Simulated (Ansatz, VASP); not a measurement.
**One calculation of PbS, two programs**

INCAR

```
SYSTEM = PbS
PREC = Accurate
ENCUT = 520
EDIFF = 1E-8
ISMEAR = -1
SIGMA = 0.01
LREAL = .False.
LASPH = .True.
NELM = 60
ALGO = Normal
ISIF = 2
LWAVE = .False.
LCHARG = .False.
LEFG = .True.
NBANDS = 17
```

KPOINTS

```
Automatic mesh
0
Gamma
  7 7 7
  0 0 0
```

File POSCAR:

```
PbS
1.0
    0.0000000000      2.9044728123      2.9044728123
    2.9044728123      0.0000000000      2.9044728123
    2.9044728123      2.9044728123      0.0000000000
Pb S
1 1
Direct
    0.0000000000      0.0000000000      0.0000000000
    0.5000000000      0.5000000000      0.5000000000
```

Input for Ansatz:

```yaml
crystal:
  lattice:
    - [0.0, 2.9044728123, 2.9044728123]
    - [2.9044728123, 0.0, 2.9044728123]
    - [2.9044728123, 2.9044728123, 0.0]
  atoms:
    - { symbol: Pb, position: [0.0, 0.0, 0.0] }
    - { symbol: S, position: [0.5, 0.5, 0.5] }
kpoints:
  mp_grid: { grid: [7, 7, 7] }
scf:
  occupations: { method: fermi_dirac, width: 0.01 }
hamiltonian:
  xc: lda
  pseudopotentials: { kind: all_electron, datasets: crystal }
output:
  forces: true
  stress: true
  eigenvalues: true
  efg: { contact_densities: true }
```

Change from the starting cell: volume scaled by 0.94, crystal datasets.

Alike in both runs: task electric field gradients; functional LDA; k mesh 7 × 7 × 7; occupations fermi-dirac, width 0.01 eV; no spin polarisation.

|  | VASP | Ansatz |
| --- | --- | --- |
| version | VASP 6.6.1 | Ansatz 0.2.0 |
| potentials or method | VASP PAW LDA potentials, release 64 (Pb_d, S), cutoff 520 eV | all-electron PAW with datasets made for the crystal, scalar-relativistic |

```tsv
	VASP	Ansatz	Ansatz less VASP
pressure (GPa)	1.2	1.2	-0.05
```

LDA's correlation is that of Perdew and Zunger in VASP and of Perdew and Wang (1992) in Ansatz. Ansatz ran all-electron here, and VASP with PAW potentials.

Neither program's run includes spin-orbit coupling.
